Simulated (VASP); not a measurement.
Runs of VASP 6.6.1 on Ni. The structure is that of space group P6_3/mmc (No. 194), or close to it. The cells are those of the table. 

```csv
cell,gap on the mesh (eV),pressure (GPa),moment (μB)
"a = 2.346, b = 2.346, c = 3.903 Å, angles 90.0, 90.0, 120.0°, 2 atoms",none,(b),1.27
"a = 2.480, b = 2.480, c = 4.126 Å, angles 90.0, 90.0, 120.0°, 2 atoms",none,-7.9,1.35
"a = 2.542, b = 2.542, c = 4.230 Å, angles 90.0, 90.0, 120.0°, 2 atoms",none,(a),1.38
"a = 2.448, b = 2.448, c = 4.073 Å, angles 90.0, 90.0, 120.0°, 2 atoms",none,0.0,1.35
"a = 2.415, b = 2.415, c = 4.018 Å, angles 90.0, 90.0, 120.0°, 2 atoms",none,(c),1.29
"a = 2.512, b = 2.512, c = 4.179 Å, angles 90.0, 90.0, 120.0°, 2 atoms",none,-14.1,1.35
"a = 2.381, b = 2.381, c = 3.961 Å, angles 90.0, 90.0, 120.0°, 2 atoms",none,21.4,1.27
```

Alike in all rows: task single point; level r2SCAN; potentials or basis VASP PAW PBE potentials, release 64 (Ni); spin collinear, ferromagnetic start; k mesh 13 × 13 × 7; cutoff (eV) 520; smearing methfessel-paxton 0.02 eV.

Problem. Estimate the missing entries.

Solution. (a) -19.4; (b) 36.8; (c) 9.4.

Caveats: the PAW data sets were made with another functional, which shifts forces and pressure a little.

A gap of «none» marks levels without a gap at the run's occupations.
